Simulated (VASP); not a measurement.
# Tl (P6_3/mmc) in VASP: further runs

Tl is run at these levels: LDA; tasks: single point.

All numbers are computed with VASP 6.6.1; they aren't measurements. Logs are shortened: lines on timing, memory, paths and dates and some standing lists are left out, and cuts for length are marked.

### Step 1. The cell of the first run

Symmetry: P6_3/mmc, No. 194, hexagonal system. Conventional cell: a = 3.401 Å, b = 3.401 Å, c = 5.443 Å, α = 90.00°, β = 90.00°, γ = 120.00°. Tl (site symmetry -6m2) has 12 Tl at 3.36 to 3.40 Å within 4.4 Å.

### Step 2. Single point, LDA

INCAR

```
  PREC = Accurate
  ENCUT = 520
  EDIFF = 1E-7
  ISMEAR = -1
  SIGMA = 0.1
  LREAL = F
  LASPH = T
  NELM = 100
  ALGO = Normal
  ISIF = 2
  LWAVE = F
  LCHARG = T
  GGA = CA
  LELF = T
  LVHAR = T
  NBANDS = 20
```

KPOINTS

```
regular mesh
0
Gamma
  11 11 6
```

POSCAR

```
Tl
1.0
    3.4014029632      0.0000000000      0.0000000000
   -1.7007014816      2.9457013746      0.0000000000
    0.0000000000      0.0000000000      5.4430041633
Tl
2
Direct
    0.3333333333      0.6666666667      0.2500000000
    0.6666666667      0.3333333333      0.7500000000
```

Potentials or basis: VASP PAW LDA potentials, release 64 (Tl_d).

On the command line:

```
cat potpaw_LDA.64/Tl_d/POTCAR > POTCAR
mpirun -np 1 vasp_std > vasp.out
```

OUTCAR:

```text
PREC = Accurate
   ENCUT = 520
   EDIFF = 1E-7
   ISMEAR = -1
   LREAL = F
   LASPH = T
   NELM = 100
   ISIF = 2
   GGA = CA

 ion  position               nearest neighbor table
   1  0.333  0.667  0.250-   2 3.36   2 3.36   2 3.36   2 3.36   2 3.36   2 3.36
   2  0.667  0.333  0.750-   1 3.36   1 3.36   1 3.36   1 3.36   1 3.36   1 3.36

  LATTYP: Found a hexagonal cell.
 ALAT       =     3.4014029632
 C/A-ratio  =     1.6002232673

  Lattice vectors:

 A1 = (   3.4014029632,   0.0000000000,   0.0000000000)
 A2 = (  -1.7007014816,   2.9457013746,   0.0000000000)
 A3 = (   0.0000000000,   0.0000000000,   5.4430041633)

Analysis of symmetry for initial positions (statically):
=====================================================================
 Subroutine PRICEL returns:
 Original cell was already a primitive cell.

 Routine SETGRP: Setting up the symmetry group for a
 hexagonal supercell.

 Subroutine GETGRP returns: Found 24 space group operations
 (whereof 12 operations were pure point group operations)
 out of a pool of 24 trial point group operations.

The static configuration has the point symmetry D_3d.
 The point group associated with its full space group is D_6h.

Analysis of symmetry for dynamics (positions and initial velocities):
=====================================================================
 Subroutine PRICEL returns:
 Original cell was already a primitive cell.

 Routine SETGRP: Setting up the symmetry group for a
 hexagonal supercell.

 Subroutine GETGRP returns: Found 24 space group operations
 (whereof 12 operations were pure point group operations)
 out of a pool of 24 trial point group operations.

The dynamic configuration has the point symmetry D_3d.
 The point group associated with its full space group is D_6h.

 Subroutine INISYM returns: Found 24 space group operations
 (whereof 12 operations are pure point group operations),
 and found     1 'primitive' translations

----------------------------------------------------------------------------------------

                                     Primitive cell

  volume of cell :      54.5363

  direct lattice vectors                    reciprocal lattice vectors
     3.401402963  0.000000000  0.000000000     0.293996334  0.169738862  0.000000000
    -1.700701482  2.945701375  0.000000000     0.000000000  0.339477725  0.000000000
     0.000000000  0.000000000  5.443004163     0.000000000  0.000000000  0.183722071

  length of vectors
     3.401402963  3.401402963  5.443004163     0.339477725  0.339477725  0.183722071

  position of ions in fractional coordinates (direct lattice)
     0.333333333  0.666666667  0.250000000
     0.666666667  0.333333333  0.750000000

  ion indices of the primitive-cell ions
   primitive index   ion index
                 1           1
                 2           2

----------------------------------------------------------------------------------------

 KPOINTS: regular mesh

Automatic generation of k-mesh.
 Grid dimensions read from file:
 generate k-points for:   11   11    6

 Generating k-lattice:

  Cartesian coordinates                     Fractional coordinates (reciprocal lattice)
     0.026726939  0.015430806  0.000000000     0.090909091  0.000000000  0.000000000
     0.000000000  0.030861611  0.000000000     0.000000000  0.090909091  0.000000000
     0.000000000  0.000000000  0.030620345     0.000000000  0.000000000  0.166666667

  Length of vectors
     0.030861611  0.030861611  0.030620345

  Shift w.r.t. Gamma in fractional coordinates (k-lattice)
     0.000000000  0.000000000  0.000000000

 Subroutine IBZKPT returns following result:
 ===========================================

 Found     64 irreducible k-points:

 Following reciprocal coordinates:
            Coordinates               Weight
  0.000000  0.000000  0.000000      1.000000
  0.090909 -0.000000  0.000000      6.000000
  0.181818 -0.000000  0.000000      6.000000
  0.272727  0.000000  0.000000      6.000000
  0.363636  0.000000  0.000000      6.000000
  0.454545 -0.000000  0.000000      6.000000
[... 16 lines left out ...]
  0.090909  0.090909  0.166667     12.000000
  0.181818  0.090909  0.166667     24.000000
 [... further k-points ...]
   k-points           NKPTS =     64   k-points in BZ     NKDIM =     64   number of bands    NBANDS=     20
   number of dos      NEDOS =    301   number of ions     NIONS =      2
   total plane-waves  NPLWV =  31360
   dimension x,y,z NGX =    28 NGY =   28 NGZ =   40
   dimension x,y,z NGXF=    56 NGYF=   56 NGZF=   80
   ions per type =               2
   NGX,Y,Z   is equivalent  to a cutoff of  13.69, 13.69, 12.22 a.u.
   NGXF,Y,Z  is equivalent  to a cutoff of  27.37, 27.37, 24.43 a.u.
 SYSTEM =  unknown system
   PREC   = accura    normal or accurate (medium, high low for compatibility)
   ISTART =      0    job   : 0-new  1-cont  2-samecut
   ICHARG =      2    charge: 1-file 2-atom 10-const
   ISPIN  =      1    spin polarized calculation?
   LNONCOLLINEAR =      F non collinear calculations
   LSORBIT =      F    spin-orbit coupling
   LASPH  =      T    aspherical Exc in radial PAW
   ENCUT  =  520.0 eV  38.22 Ry    6.18 a.u.   6.32  6.32 10.12*2*pi/ulx,y,z
   NELM   =    100;   NELMIN=  2; NELMDL= -5     # of ELM steps
   EDIFF  = 0.1E-06   stopping-criterion for ELM
   LREAL  =      F    real-space projection
   EDIFFG = 0.1E-05   stopping-criterion for IOM
   NSW    =      0    number of steps for IOM
   IBRION =     -1    ionic relax: 0-MD 1-quasi-New 2-CG
   NFREE  =      0    steps in history (QN), initial steepest desc. (CG)
   ISIF   =      2    stress and relaxation
   ISYM   =      2    0-nonsym 1-usesym 2-fastsym
   POTIM  = 0.5000    time-step for ionic-motion
   TEBEG  =    0.0;   TEEND  =   0.0 temperature during run
   PSTRESS=    0.0 pullay stress
   NELECT =      26.0000    total number of electrons
   NUPDOWN=      -1.0000    fix difference up-down
   EMIN   =  10.00;   EMAX   =-10.00  energy-range for DOS
   EFERMI =   0.00;   METHOD = LEGACY
   ISMEAR =    -1;   SIGMA  =   0.10  broadening in eV -4-tet -1-fermi 0-gaus
   EFERMI_NEDOS =   21; number of points for ismear=-14 and -15
   IALGO  =     38    algorithm
   IMIX   =      4    mixing-type and parameters
     AMIX     =   0.40;   BMIX     =  1.00
     AMIX_MAG =   1.60;   BMIX_MAG =  1.00
  volume/ion in A,a.u.               =      27.27       184.01
  Fermi-wavevector in a.u.,A,eV,Ry     =   1.278903  2.416775 22.253577  1.635592
  Thomas-Fermi vector in A             =   2.411419
   LORBIT       =      0    0 simple, 1 ext, 2 COOP (PROOUT), +10 PAW based schemes
   GGA     = CA    functional components
   LHFCALC =     F    Hartree Fock is set to
   AEXX    =    0.0000 exact exchange contribution
   IVDW    =     0    specifies the selected vdW correction
   LEPSILON=     F    determine dielectric tensor
   LRPA    =     F    only Hartree local field effects (RPA)
 non-spin polarized calculation
  energy-cutoff  :      520.00
  volume of cell :       54.54
 maximum number of plane-waves:      1496
 NGX is ok and might be reduce to    28
   NGX = 13   NGY = 13   NGZ = 21

 number of electron      25.9999999 magnetization

 Free energy of the ion-electron system (eV)
  ---------------------------------------------------
  ext. energy  EPLUGINS =         0.00000000
  ---------------------------------------------------
  free energy    TOTEN  =        -5.88989233 eV

  energy without entropy =       -5.86130317  energy(sigma->0) =       -5.87559775

 E-fermi :   6.7666     XC(G=0): -10.7418

 val. band max:        6.7329867249   @ k =   0.3636   0.0000   0.0000
 cond. band min:       6.7957627323   @ k =   0.3636   0.2727   0.3333
 fundamental gap:      0.0627760073
 Fermi energy:         6.7665933416

 k-point     1 :       0.0000    0.0000    0.0000
  band No.  band energies     occupation
      1      -5.0726      2.00000
      2      -4.7902      2.00000
      3      -4.7681      2.00000
      4      -4.7681      2.00000
      5      -4.7062      2.00000
      6      -4.7062      2.00000
[... 12 lines left out ...]
     19      17.9532      0.00000
     20      18.0458      0.00000

 k-point     2 :       0.0909   -0.0000    0.0000
  band No.  band energies     occupation
      1      -5.0398      2.00000
      2      -4.8285      2.00000
      3      -4.7279      2.00000
      4      -4.7242      2.00000
      5      -4.7077      2.00000
      6      -4.6689      2.00000
[... 12 lines left out ...]
     19      17.9916      0.00000
     20      18.6308      0.00000

 k-point     3 :       0.1818   -0.0000    0.0000
  band No.  band energies     occupation
      1      -5.0124      2.00000
      2      -4.8387      2.00000
      3      -4.7352      2.00000
      4      -4.7268      2.00000
      5      -4.6955      2.00000
      6      -4.6277      2.00000
[... 12 lines left out ...]
     19      17.4872      0.00000
     20      18.7664      0.00000

 k-point     4 :       0.2727    0.0000    0.0000
  band No.  band energies     occupation
      1      -5.0723      2.00000
      2      -4.8498      2.00000
      3      -4.8362      2.00000
      4      -4.7501      2.00000
      5      -4.6887      2.00000
      6      -4.5071      2.00000
[... 12 lines left out ...]
     19      16.6045      0.00000
     20      17.8039      0.00000

 k-point     5 :       0.3636    0.0000    0.0000
  band No.  band energies     occupation
      1      -5.1442      2.00000
      2      -4.9455      2.00000
      3      -4.9032      2.00000
      4      -4.7963      2.00000
      5      -4.6107      2.00000
      6      -4.5409      2.00000
[... 12 lines left out ...]
     19      15.7880      0.00000
     20      17.1374      0.00000
[... 353 lines left out ...]
      6      -4.5522      2.00000
[... 12 lines left out ...]
     19      15.5986      0.00000
     20      16.7531      0.00000

 k-point    22 :       0.4545   -0.0000    0.1667
  band No.  band energies     occupation
      1      -5.1637      2.00000
      2      -5.0765      2.00000
      3      -4.8981      2.00000
      4      -4.7849      2.00000
      5      -4.6946      2.00000
      6      -4.5100      2.00000
[... 12 lines left out ...]
     19      15.4085      0.00000
     20      16.4744      0.00000

 k-point    23 :       0.0909    0.0909    0.1667
  band No.  band energies     occupation
      1      -4.9777      2.00000
      2      -4.8550      2.00000
      3      -4.7756      2.00000
      4      -4.7306      2.00000
      5      -4.7106      2.00000
      6      -4.6483      2.00000
[... 12 lines left out ...]
     19      17.2927      0.00000
     20      18.1725      0.00000

 k-point    24 :       0.1818    0.0909    0.1667
  band No.  band energies     occupation
      1      -4.9861      2.00000
      2      -4.8703      2.00000
      3      -4.8098      2.00000
      4      -4.7349      2.00000
      5      -4.7149      2.00000
      6      -4.5664      2.00000
[... 12 lines left out ...]
     19      17.1972      0.00000
     20      18.0573      0.00000

 [... further k-points ...]
[... 5 lines left out ...]
  --------------------------------------------------------------------------------------
  -------------------------------------------------------------------------------------
  Total        0.0170118      0.0170118      0.0356217      0.0000000     -0.0000000      0.0000000
  in kB        0.4997770      0.4997770      1.0465017      0.0000000     -0.0000000      0.0000000
  external PRESSURE =       0.6820186 kB  Pullay stress =       0.0000000 kB

 VOLUME and BASIS-vectors are now :
 -----------------------------------------------------------------------------
  energy-cutoff  :      520.00
  volume of cell :       54.54
      direct lattice vectors                 reciprocal lattice vectors
     3.401402963  0.000000000  0.000000000     0.293996334  0.169738862  0.000000000
    -1.700701482  2.945701375  0.000000000     0.000000000  0.339477725  0.000000000
     0.000000000  0.000000000  5.443004163     0.000000000  0.000000000  0.183722071

 POSITION                                       TOTAL-FORCE (eV/Angst)
 -----------------------------------------------------------------------------------
     -0.00000      1.96380      1.36075        -0.000000      0.000000      0.000000
      1.70070      0.98190      4.08225         0.000000     -0.000000      0.000000
 -----------------------------------------------------------------------------------
    total drift:                               -0.000000      0.000000      0.000000

  FREE ENERGIE OF THE ION-ELECTRON SYSTEM (eV)
  ---------------------------------------------------
  free  energy   TOTEN  =        -5.8898923253 eV

  energy  without entropy=       -5.8613031744  energy(sigma->0) =       -5.87559775
```

Wall time 48 s (1 thread of Intel Xeon Platinum 8259CL at 2.50GHz (Skylake/Cascade Lake), shared host); peak memory 0.19 GiB.

Results:

- Free energy: -5.8899 eV
- Pressure: 0.1 GPa
- Band gap on the k mesh: zero (band 13 reaches 10.48 eV, above the bottom of band 14 at 4.51 eV)

Levels at points of the mesh, in eV from the Fermi level:
```tsv
k point	band 11	band 12	band 13	band 14	band 15	band 16
(0.00, 0.00, 0.00)	-10.36	-5.07	-3.02	8.28	8.28	10.48
(0.00, 0.00, 0.50)	-8.85	-8.85	3.53	3.53	9.30	9.30
```

Caveat: spin-orbit coupling is left out, which moves the levels of the heavy elements.

### Step 3. Single point, LDA

INCAR

```
SYSTEM = Tl
ALGO     = Normal         ! electronic algorithm
EDIFF    = 1E-6           ! SCF threshold, eV
ENCUT    = 520            ! plane-wave cutoff, eV
ISIF     = 2              ! what is computed and relaxed
ISMEAR   = -1             ! smearing method
LASPH    = .TRUE.         ! aspherical terms in the spheres
LCHARG   = .FALSE.        ! write CHGCAR
LREAL    = .FALSE.        ! projectors in reciprocal space
LWAVE    = .FALSE.        ! write WAVECAR
NBANDS   = 20             ! bands
NELM     = 60             ! most SCF steps
PREC     = Accurate       ! precision mode
SIGMA    = 0.01           ! smearing width, eV
```

KPOINTS

```
k-points
0
G
  11 11 6
  0 0 0
```

POSCAR is that of step 2.

Potentials or basis: VASP PAW LDA potentials, release 64 (Tl_d).

On the command line:

```
cat potpaw_LDA.64/Tl_d/POTCAR > POTCAR
mpirun -np 1 vasp_std > vasp.out
```

It took 43 s on 1 thread of Intel Xeon Platinum 8259CL at 2.50GHz (Skylake/Cascade Lake), shared host; peak memory 0.19 GiB.

The run converged. Its results:

| Item | Value |
| --- | --- |
| Free energy | -5.8735 eV |
| Pressure | 0.0 GPa |
| Band gap on the k mesh | zero (band 13 reaches 10.48 eV, above the bottom of band 14 at 4.51 eV) |

Stress tensor (GPa, compression positive):
```
-0.31  0.00  0.00
 0.00 -0.31  0.00
 0.00  0.00  0.75
```

Levels at points of the mesh, in eV from the Fermi level:
```tsv
k point	band 11	band 12	band 13	band 14	band 15	band 16
(0.00, 0.00, 0.00)	-10.34	-5.05	-3.00	8.31	8.31	10.50
(0.00, 0.00, 0.50)	-8.83	-8.83	3.55	3.55	9.32	9.32
```

Caveat: spin-orbit coupling is left out, which moves the levels of the heavy elements.
